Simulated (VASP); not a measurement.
# Ba2CdCuO5 (P4/mmm) in VASP: single point with r2SCAN

Aim: the single point of Ba2CdCuO5 with r2SCAN.

Program: VASP 6.6.1. These are calculated values, not measurements. Logs are shortened: lines on timing, memory, paths and dates and some standing lists are left out, and cuts for length are marked.

## 1. The cell of the first run

The structure is tetragonal, space group P4/mmm (No. 123). Conventional cell: a = 3.786 Å, b = 3.786 Å, c = 9.381 Å, α = 90.00°, β = 90.00°, γ = 90.00°. O (site symmetry 4/mmm) has 4 Cd at 2.68 Å and 2 Ba at 2.89 Å within 3.5 Å. O (site symmetry mmm) has 2 Cu at 1.89 Å within 2.5 Å. O (site symmetry 4mm) has 1 Cu at 1.88 Å within 2.5 Å. Cu (site symmetry 4/mmm) has 6 O at 1.88 to 1.89 Å within 2.5 Å. Within 3.5 Å of Cd (site symmetry 4/mmm) lie 6 O at 2.68 to 2.81 Å. Within 3.4 Å of Ba (site symmetry 4mm) lie 9 O at 2.61 to 2.89 Å and 4 Cu at 3.23 Å.

## 2. Single point, r2SCAN

POSCAR

```
Ba2CdCuO5
1.0
    3.7858407500      0.0000000000      0.0000000000
    0.0000000000      3.7858407500      0.0000000000
    0.0000000000      0.0000000000      9.3810175700
O Cu Cd Ba
5 1 1 2
Direct
    0.5000000000      0.5000000000      0.0000000000
    0.5000000000      0.0000000000      0.5000000000
    0.0000000000      0.5000000000      0.5000000000
    0.0000000000      0.0000000000      0.3000000000
    0.0000000000      0.0000000000      0.7000000000
    0.0000000000      0.0000000000      0.5000000000
    0.0000000000      0.0000000000      0.0000000000
    0.5000000000      0.5000000000      0.3080000000
    0.5000000000      0.5000000000      0.6920000000
```

INCAR.step1

```
ALGO = Normal
EDIFF = 1E-4
ENCUT = 520
GGA = PE
ISMEAR = -5
LASPH = True
LCHARG = False
LMAXMIX = 4
LREAL = False
LWAVE = True
NBANDS = 46
NELM = 100
PREC = Accurate
SIGMA = 0.0266
```

INCAR.step2

```
ALGO = Normal
EDIFF = 1E-7
ENCUT = 520
ISIF = 2
ISMEAR = -1
ISTART = 1
LASPH = True
LCHARG = False
LMAXMIX = 4
LMIXTAU = True
LORBIT = 11
LREAL = False
LWAVE = False
METAGGA = R2SCAN
NBANDS = 46
NELM = 100
PREC = Accurate
SIGMA = 0.0266
```

KPOINTS

```
k-points
0
Gamma
  9 9 4
```

Potentials or basis: VASP PAW PBE potentials, release 64 (O, Cu, Cd, Ba_sv).

On the command line:

```console
cat potpaw_PBE.64/O/POTCAR potpaw_PBE.64/Cu/POTCAR potpaw_PBE.64/Cd/POTCAR potpaw_PBE.64/Ba_sv/POTCAR > POTCAR
cp INCAR.step1 INCAR
mpirun -np 1 vasp_std > vasp.out
cp INCAR.step2 INCAR
mpirun -np 1 vasp_std > vasp.out
```

OUTCAR:

```text
EDIFF = 1E-7
   ENCUT = 520
   ISIF = 2
   ISMEAR = -1
   ISTART = 1
   LASPH = True
   LORBIT = 11
   LREAL = False
   METAGGA = R2SCAN
   NELM = 100
   PREC = Accurate

 ion  position               nearest neighbor table
   1  0.500  0.500  0.000-   7 2.68   7 2.68   7 2.68   7 2.68   9 2.89   8 2.89
   2  0.500  0.000  0.500-   6 1.89   6 1.89   9 2.61   8 2.61   9 2.61   8 2.61
   3  0.000  0.500  0.500-   6 1.89   6 1.89   9 2.61   8 2.61   8 2.61   9 2.61
   4  0.000  0.000  0.300-   6 1.88   8 2.68   8 2.68   8 2.68   8 2.68   7 2.81
   5  0.000  0.000  0.700-   6 1.88   9 2.68   9 2.68   9 2.68   9 2.68   7 2.81
   6  0.000  0.000  0.500-   4 1.88   5 1.88   2 1.89   3 1.89   3 1.89   2 1.89   8 3.23   8 3.23
                             9 3.23   9 3.23   8 3.23   9 3.23   8 3.23   9 3.23
   7  0.000  0.000  0.000-   1 2.68   1 2.68   1 2.68   1 2.68   5 2.81   4 2.81   8 3.94   9 3.94
                             9 3.94   8 3.94   9 3.94   8 3.94   8 3.94   9 3.94
   8  0.500  0.500  0.308-   2 2.61   3 2.61   2 2.61   3 2.61   4 2.68   4 2.68   4 2.68   4 2.68
                             1 2.89   6 3.23   6 3.23   6 3.23   6 3.23   9 3.60   7 3.94   7 3.94
   9  0.500  0.500  0.692-   2 2.61   3 2.61   2 2.61   3 2.61   5 2.68   5 2.68   5 2.68   5 2.68
                             1 2.89   6 3.23   6 3.23   6 3.23   6 3.23   8 3.60   7 3.94   7 3.94

  LATTYP: Found a simple tetragonal cell.
 ALAT       =     3.7858407500
 C/A-ratio  =     2.4779218645

  Lattice vectors:

 A1 = (   3.7858407500,   0.0000000000,   0.0000000000)
 A2 = (   0.0000000000,   3.7858407500,   0.0000000000)
 A3 = (   0.0000000000,   0.0000000000,   9.3810175700)

Analysis of symmetry for initial positions (statically):
=====================================================================
 Subroutine PRICEL returns:
 Original cell was already a primitive cell.

 Routine SETGRP: Setting up the symmetry group for a
 simple tetragonal supercell.

 Subroutine GETGRP returns: Found 16 space group operations
 (whereof 16 operations were pure point group operations)
 out of a pool of 16 trial point group operations.

The static configuration has the point symmetry D_4h.

Analysis of symmetry for dynamics (positions and initial velocities):
=====================================================================
 Subroutine PRICEL returns:
 Original cell was already a primitive cell.

 Routine SETGRP: Setting up the symmetry group for a
 simple tetragonal supercell.

 Subroutine GETGRP returns: Found 16 space group operations
 (whereof 16 operations were pure point group operations)
 out of a pool of 16 trial point group operations.

The dynamic configuration has the point symmetry D_4h.

 Subroutine INISYM returns: Found 16 space group operations
 (whereof 16 operations are pure point group operations),
 and found     1 'primitive' translations

----------------------------------------------------------------------------------------

                                     Primitive cell

  volume of cell :     134.4543

  direct lattice vectors                    reciprocal lattice vectors
     3.785840750  0.000000000  0.000000000     0.264142120  0.000000000  0.000000000
     0.000000000  3.785840750  0.000000000     0.000000000  0.264142120  0.000000000
     0.000000000  0.000000000  9.381017570     0.000000000  0.000000000  0.106598244

  length of vectors
     3.785840750  3.785840750  9.381017570     0.264142120  0.264142120  0.106598244

  position of ions in fractional coordinates (direct lattice)
     0.500000000  0.500000000  0.000000000
     0.500000000  0.000000000  0.500000000
     0.000000000  0.500000000  0.500000000
     0.000000000  0.000000000  0.300000000
     0.000000000  0.000000000  0.700000000
     0.000000000  0.000000000  0.500000000
     0.000000000  0.000000000  0.000000000
     0.500000000  0.500000000  0.308000000
     0.500000000  0.500000000  0.692000000

  ion indices of the primitive-cell ions
   primitive index   ion index
                 1           1
                 2           2
                 3           3
                 4           4
                 5           5
                 6           6
                 7           7
                 8           8
                 9           9

----------------------------------------------------------------------------------------

 KPOINTS: k-points

Automatic generation of k-mesh.
 Grid dimensions read from file:
 generate k-points for:    9    9    4

 Generating k-lattice:

  Cartesian coordinates                     Fractional coordinates (reciprocal lattice)
     0.029349124  0.000000000  0.000000000     0.111111111  0.000000000  0.000000000
     0.000000000  0.029349124  0.000000000     0.000000000  0.111111111  0.000000000
     0.000000000  0.000000000  0.026649561     0.000000000  0.000000000  0.250000000

  Length of vectors
     0.029349124  0.029349124  0.026649561

  Shift w.r.t. Gamma in fractional coordinates (k-lattice)
     0.000000000  0.000000000  0.000000000

 Subroutine IBZKPT returns following result:
 ===========================================

 Found     45 irreducible k-points:

 Following reciprocal coordinates:
            Coordinates               Weight
  0.000000  0.000000  0.000000      1.000000
  0.111111  0.000000  0.000000      4.000000
  0.222222  0.000000  0.000000      4.000000
  0.333333  0.000000  0.000000      4.000000
  0.444444  0.000000  0.000000      4.000000
  0.111111  0.111111  0.000000      4.000000
[... 16 lines left out ...]
  0.333333  0.111111  0.250000     16.000000
  0.444444  0.111111  0.250000     16.000000
 [... further k-points ...]
   k-points           NKPTS =     45   k-points in BZ     NKDIM =     45   number of bands    NBANDS=     46
   number of dos      NEDOS =    301   number of ions     NIONS =      9
   total plane-waves  NPLWV =  54880
   dimension x,y,z NGX =    28 NGY =   28 NGZ =   70
   dimension x,y,z NGXF=    56 NGYF=   56 NGZF=  140
   ions per type =               5   1   1   2
   NGX,Y,Z   is equivalent  to a cutoff of  12.30, 12.30, 12.41 a.u.
   NGXF,Y,Z  is equivalent  to a cutoff of  24.59, 24.59, 24.81 a.u.
 SYSTEM =  unknown system
   PREC   = accura    normal or accurate (medium, high low for compatibility)
   ISTART =      1    job   : 0-new  1-cont  2-samecut
   ICHARG =      0    charge: 1-file 2-atom 10-const
   ISPIN  =      1    spin polarized calculation?
   LNONCOLLINEAR =      F non collinear calculations
   LSORBIT =      F    spin-orbit coupling
   LASPH  =      T    aspherical Exc in radial PAW
   ENCUT  =  520.0 eV  38.22 Ry    6.18 a.u.   7.04  7.04 17.44*2*pi/ulx,y,z
   NELM   =    100;   NELMIN=  2; NELMDL=  0     # of ELM steps
   EDIFF  = 0.1E-06   stopping-criterion for ELM
   LREAL  =      F    real-space projection
   EDIFFG = 0.1E-05   stopping-criterion for IOM
   NSW    =      0    number of steps for IOM
   IBRION =     -1    ionic relax: 0-MD 1-quasi-New 2-CG
   NFREE  =      0    steps in history (QN), initial steepest desc. (CG)
   ISIF   =      2    stress and relaxation
   ISYM   =      2    0-nonsym 1-usesym 2-fastsym
   POTIM  = 0.5000    time-step for ionic-motion
   TEBEG  =    0.0;   TEEND  =   0.0 temperature during run
   PSTRESS=    0.0 pullay stress
   NELECT =      73.0000    total number of electrons
   NUPDOWN=      -1.0000    fix difference up-down
   EMIN   =  10.00;   EMAX   =-10.00  energy-range for DOS
   EFERMI =   0.00;   METHOD = LEGACY
   ISMEAR =    -1;   SIGMA  =   0.03  broadening in eV -4-tet -1-fermi 0-gaus
   EFERMI_NEDOS =   21; number of points for ismear=-14 and -15
   IALGO  =     38    algorithm
   IMIX   =      4    mixing-type and parameters
     AMIX     =   0.40;   BMIX     =  1.00
     AMIX_MAG =   1.60;   BMIX_MAG =  1.00
  volume/ion in A,a.u.               =      14.94       100.82
  Fermi-wavevector in a.u.,A,eV,Ry     =   1.335542  2.523809 24.268339  1.783673
  Thomas-Fermi vector in A             =   2.464238
   LORBIT       =     11    0 simple, 1 ext, 2 COOP (PROOUT), +10 PAW based schemes
   METAGGA = R2SCAN    functional components
   LHFCALC =     F    Hartree Fock is set to
   AEXX    =    0.0000 exact exchange contribution
   IVDW    =     0    specifies the selected vdW correction
   LEPSILON=     F    determine dielectric tensor
   LRPA    =     F    only Hartree local field effects (RPA)
 non-spin polarized calculation
  energy-cutoff  :      520.00
  volume of cell :      134.45
 maximum number of plane-waves:      3645
   NGX = 15   NGY = 15   NGZ = 35

 number of electron      72.9999950 magnetization

 Free energy of the ion-electron system (eV)
  ---------------------------------------------------
  ext. energy  EPLUGINS =         0.00000000
  ---------------------------------------------------
  free energy    TOTEN  =      -126.89120243 eV

  energy without entropy =     -126.88142419  energy(sigma->0) =     -126.88631331

 E-fermi :   1.9227     XC(G=0): -11.1981

 val. band max:        1.9166315495   @ k =   0.4444   0.4444   0.0000
 cond. band min:       1.9259890879   @ k =   0.2222   0.1111   0.0000
 fundamental gap:      0.0093575384
 Fermi energy:         1.9227229602

 k-point     1 :       0.0000    0.0000    0.0000
  band No.  band energies     occupation
      1     -23.5164      2.00000
      2     -23.2849      2.00000
      3     -17.0698      2.00000
      4     -15.7280      2.00000
      5     -15.2156      2.00000
      6     -15.1302      2.00000
[... 38 lines left out ...]
     45      10.6467      0.00000
     46      11.0798      0.00000

 k-point     2 :       0.1111    0.0000    0.0000
  band No.  band energies     occupation
      1     -23.4884      2.00000
      2     -23.2640      2.00000
      3     -17.0461      2.00000
      4     -15.7694      2.00000
      5     -15.2505      2.00000
      6     -15.1847      2.00000
[... 38 lines left out ...]
     45      10.7001      0.00000
     46      10.9696      0.00000

 k-point     3 :       0.2222    0.0000    0.0000
  band No.  band energies     occupation
      1     -23.4156      2.00000
      2     -23.2103      2.00000
      3     -16.9927      2.00000
      4     -15.8995      2.00000
      5     -15.3237      2.00000
      6     -15.3014      2.00000
[... 38 lines left out ...]
     45      10.8448      0.00000
     46      11.2227      0.00000

 k-point     4 :       0.3333    0.0000    0.0000
  band No.  band energies     occupation
      1     -23.3292      2.00000
      2     -23.1475      2.00000
      3     -16.9549      2.00000
      4     -16.0546      2.00000
      5     -15.4837      2.00000
      6     -15.3208      2.00000
[... 920 lines left out ...]
     45      10.5508      0.00000
     46      11.0354      0.00000

 k-point    23 :       0.3333    0.1111    0.2500
  band No.  band energies     occupation
      1     -23.3059      2.00000
      2     -23.1325      2.00000
      3     -16.9114      2.00000
      4     -16.0618      2.00000
      5     -15.4752      2.00000
      6     -15.3379      2.00000
[... 38 lines left out ...]
     45      10.7416      0.00000
     46      11.2594      0.00000

 k-point    24 :       0.4444    0.1111    0.2500
  band No.  band energies     occupation
      1     -23.2491      2.00000
      2     -23.0918      2.00000
      3     -16.8988      2.00000
      4     -16.1479      2.00000
      5     -15.5637      2.00000
      6     -15.3318      2.00000
[... 38 lines left out ...]
     45      11.2048      0.00000
     46      11.5349      0.00000

 [... further k-points ...]

------------------------ aborting loop because EDIFF is reached ----------------------------------------

  FORCE on cell =-STRESS in cart. coord.  units (eV):
  Direction    XX          YY          ZZ          XY          YZ          ZX
  --------------------------------------------------------------------------------------
  -------------------------------------------------------------------------------------
  Total        7.6876072      7.6876072      5.2635638      0.0000000      0.0000000      0.0000000
  in kB       91.6066778     91.6066778     62.7214136      0.0000000      0.0000000      0.0000000
  external PRESSURE =      81.9782564 kB  Pullay stress =       0.0000000 kB

 VOLUME and BASIS-vectors are now :
 -----------------------------------------------------------------------------
  energy-cutoff  :      520.00
  volume of cell :      134.45
      direct lattice vectors                 reciprocal lattice vectors
     3.785840750  0.000000000  0.000000000     0.264142120  0.000000000  0.000000000
     0.000000000  3.785840750  0.000000000     0.000000000  0.264142120  0.000000000
     0.000000000  0.000000000  9.381017570     0.000000000  0.000000000  0.106598244

 POSITION                                       TOTAL-FORCE (eV/Angst)
 -----------------------------------------------------------------------------------
      1.89292      1.89292      0.00000         0.000000      0.000000      0.000000
      1.89292      0.00000      4.69051         0.000000      0.000000      0.000000
      0.00000      1.89292      4.69051         0.000000      0.000000      0.000000
      0.00000      0.00000      2.81431        -0.000000      0.000000     -1.147411
      0.00000      0.00000      6.56671         0.000000     -0.000000      1.147411
      0.00000      0.00000      4.69051         0.000000      0.000000      0.000000
      0.00000      0.00000      0.00000         0.000000      0.000000      0.000000
      1.89292      1.89292      2.88935        -0.000000      0.000000     -1.933816
      1.89292      1.89292      6.49166         0.000000     -0.000000      1.933816
 -----------------------------------------------------------------------------------
    total drift:                               -0.000000      0.000000      0.000000

  FREE ENERGIE OF THE ION-ELECTRON SYSTEM (eV)
  ---------------------------------------------------
  free  energy   TOTEN  =      -126.8912024282 eV

  energy  without entropy=     -126.8814241861  energy(sigma->0) =     -126.88631331

 total charge

# of ion       s       p       d       tot
------------------------------------------
    1        1.576   3.257   0.000   4.833
    2        1.584   3.469   0.000   5.053
    3        1.584   3.469   0.000   5.053
    4        1.577   3.410   0.000   4.986
    5        1.577   3.410   0.000   4.986
    6        0.461   0.679   8.971  10.111
    7        0.319   0.116   9.603  10.038
    8        2.032   5.667   0.400   8.099
    9        2.032   5.667   0.400   8.099
--------------------------------------------------
tot         12.741  29.143  19.373  61.258
```

It took 12 min on 1 thread of Intel Xeon Platinum 8488C (Sapphire Rapids), shared host; peak memory 0.42 GiB.

Results:

```
Free energy                                           : -126.8912 eV
Pressure                                              : 8.2 GPa
Largest force                                         : 1.934 eV/Å
Band gap on the k mesh                                : zero (an odd number of electrons rules out a gap without spin polarisation)
Valence electrons inside the program's atomic spheres : O 4.83, 5.05, 4.99 (each value once); Cu 10.11; Cd 10.04; Ba 8.10
```

Forces in eV/Å, atoms in the order of the input:
```
O    0.000  0.000  0.000
O    0.000  0.000  0.000
O    0.000  0.000  0.000
O    0.000  0.000 -1.147
O    0.000  0.000  1.147
Cu   0.000  0.000  0.000
Cd   0.000  0.000  0.000
Ba   0.000  0.000 -1.934
Ba   0.000  0.000  1.934
```

Stress tensor (GPa, compression positive):
```
9.16 0.00 0.00
0.00 9.16 0.00
0.00 0.00 6.27
```

Caveat: the cell stands under pressure; the PAW data sets were made with another functional, which shifts forces and pressure a little; spin-orbit coupling is left out, which moves the levels of the heavy elements; an odd number of electrons without spin polarisation forces a metal; a magnetic or distorted state may lie lower; semilocal functionals often make such compounds metallic where correlation or magnetic order opens a gap, which also shifts bond lengths. With open d or f shells a metallic result of r2SCAN can be an artefact of self-interaction; +U or a hybrid may open a gap.
